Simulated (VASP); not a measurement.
BiTe: single point with PBEsol

The system is BiTe.

```
CELL_PARAMETERS angstrom
2.42271 1.39875 3.31729
-2.42271 1.39875 3.31729
0.00000 -2.79750 3.31729
ATOMIC_POSITIONS crystal
Bi 0.50000 0.50000 0.50000
Te 0.00000 0.00000 0.00000
```

| Quantity | Value |
| --- | --- |
| Program | VASP 6.6.1 |
| Task | single point |
| Functional | PBEsol |
| Potentials or basis | VASP PAW PBE potentials, release 64 (Bi_d, Te) |
| Cutoff | 520 eV |
| k mesh | 6 × 6 × 6 |
| Occupations | fermi-dirac, width 0.05 eV |
| Spin | collinear spin, zero start |
| Starting moments | [0.0, 0.0] μB |
| Dipole correction | no |
| Further INCAR settings | ALGO = Normal; EDIFF = 1e-06; NBANDS = 22 |

```
Pressure                                              : -2.5 GPa
Net moment                                            : 0.00 μB per cell
Valence electrons inside the program's atomic spheres : Bi 12.67; Te 3.31
```

Levels at points of the mesh, in eV from the Fermi level:
Spin up:
| k point | band 7 | band 8 | band 9 | band 10 | band 11 | band 12 | band 13 | band 14 |
| --- | --- | --- | --- | --- | --- | --- | --- | --- |
| (0.00, 0.00, 0.00) | -8.25 | -2.86 | -2.86 | -1.55 | 1.92 | 2.54 | 2.54 | 4.08 |
| (0.50, 0.00, 0.00) | -11.32 | -1.80 | -1.78 | -0.98 | -0.94 | -0.57 | 0.34 | 6.70 |
| (0.50, 0.50, 0.00) | -9.94 | -5.57 | -4.44 | -3.25 | 2.40 | 3.11 | 3.63 | 4.62 |
| (0.50, 0.50, 0.50) | -10.91 | -2.30 | -2.30 | -2.20 | -1.55 | -1.23 | -1.23 | 7.96 |
Spin down:
| k point | band 7 | band 8 | band 9 | band 10 | band 11 | band 12 | band 13 | band 14 |
| --- | --- | --- | --- | --- | --- | --- | --- | --- |
| (0.00, 0.00, 0.00) | -8.25 | -2.86 | -2.86 | -1.55 | 1.92 | 2.54 | 2.54 | 4.08 |
| (0.50, 0.00, 0.00) | -11.32 | -1.80 | -1.78 | -0.98 | -0.94 | -0.57 | 0.34 | 6.70 |
| (0.50, 0.50, 0.00) | -9.94 | -5.57 | -4.44 | -3.25 | 2.40 | 3.11 | 3.63 | 4.62 |
| (0.50, 0.50, 0.50) | -10.91 | -2.30 | -2.30 | -2.20 | -1.55 | -1.23 | -1.23 | 7.96 |

Run time: 20 s on 1 thread of Intel(R) Xeon(R) 6975P-C (Granite Rapids), with other jobs on the host, peak memory 0.24 GiB.

Caveat: the PAW data sets were made with another functional, which shifts forces and pressure a little; spin-orbit coupling is left out, which moves the levels of the heavy elements.
